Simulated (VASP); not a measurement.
A run of VASP 6.6.1 is set up as follows.

Contents of INCAR:

```
SYSTEM = CuI
ALGO     = Normal         ! electronic algorithm
EDIFF    = 1E-6           ! SCF threshold, eV
ENCUT    = 520            ! plane-wave cutoff, eV
GGA      = PS             ! functional
ISIF     = 2              ! what is computed and relaxed
ISMEAR   = 0              ! smearing method
LASPH    = .True.         ! aspherical terms in the spheres
LCHARG   = .False.        ! write CHGCAR
LREAL    = .False.        ! projectors in reciprocal space
LWAVE    = .False.        ! write WAVECAR
NBANDS   = 16             ! bands
NELM     = 100            ! most SCF steps
PREC     = Accurate       ! precision mode
SIGMA    = 0.01           ! smearing width, eV
```

Contents of KPOINTS:

```
k-points
0
Gamma
  6 6 6
  0 0 0
```

Contents of POSCAR:

```
CuI
1.0
    0.0000000000      2.9036392044      2.9036392044
    2.9036392044      0.0000000000      2.9036392044
    2.9036392044      2.9036392044      0.0000000000
Cu I
1 1
Direct
    0.7500000000      0.7500000000      0.7500000000
    0.0000000000      0.0000000000      0.0000000000
```

Potentials or basis: VASP PAW PBE potentials, release 64 (Cu, I).

Launch:

```sh
$ cat potpaw_PBE.64/Cu/POTCAR potpaw_PBE.64/I/POTCAR > POTCAR
$ mpirun -np 1 vasp_std > vasp.out
```

Problem. Predict the pressure.

Solution. 4.4 GPa.

Problem. Estimate the band gap on the k mesh.

Solution. 1.40 eV.

Caveat: the cell stands under pressure; the PAW data sets were made with another functional, which shifts forces and pressure a little; spin-orbit coupling is left out, which moves the levels of the heavy elements.
